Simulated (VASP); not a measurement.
Crystal: AlFe3B.

```
Fe Al B
1.0
     3.82232    0.00000    0.00000
     0.00000    3.82232    0.00000
     0.00000    0.00000    3.82232
Fe Al B
3 1 1
Direct
  0.00000 0.00000 0.50000
  0.00000 0.50000 0.00000
  0.50000 0.00000 0.00000
  0.50000 0.50000 0.50000
  0.00000 0.00000 0.00000
```

Base run:

| Property | Result |
| --- | --- |
| Program | VASP 6.6.1 |
| Functional | PBEsol |
| Potentials or basis | VASP PAW PBE potentials, release 64 (Fe, Al, B) |
| Cutoff | 520 eV |
| k mesh | 6 × 6 × 6 |
| Occupations | fermi-dirac, width 0.05 eV |
| Spin | collinear spin, ferromagnetic start |
| Starting moments | [4.5, 4.5, 4.5, 0.0, 0.0] μB |
| Fixed moment | 13.5 μB |

Its results: pressure 63.3 GPa; site moments Fe +3.85; Al +0.28; B +0.34 μB.

Q: The run is repeated on the same cell with these changes: fixed moment from 13.5 μB to 9 μB; moments at the start from [4.5, 4.5, 4.5, 0.0, 0.0] to [3.0, 3.0, 3.0, 0.0, 0.0]. What comes out?

A: Pressure 19.8 GPa; site moments Fe +2.89; Al +0.01; B +0.00 μB.

Caveats: the cell stands under pressure; the PAW data sets were made with another functional, which shifts forces and pressure a little; the total moment is fixed, so each spin has its own Fermi level and the state may be an excited one.
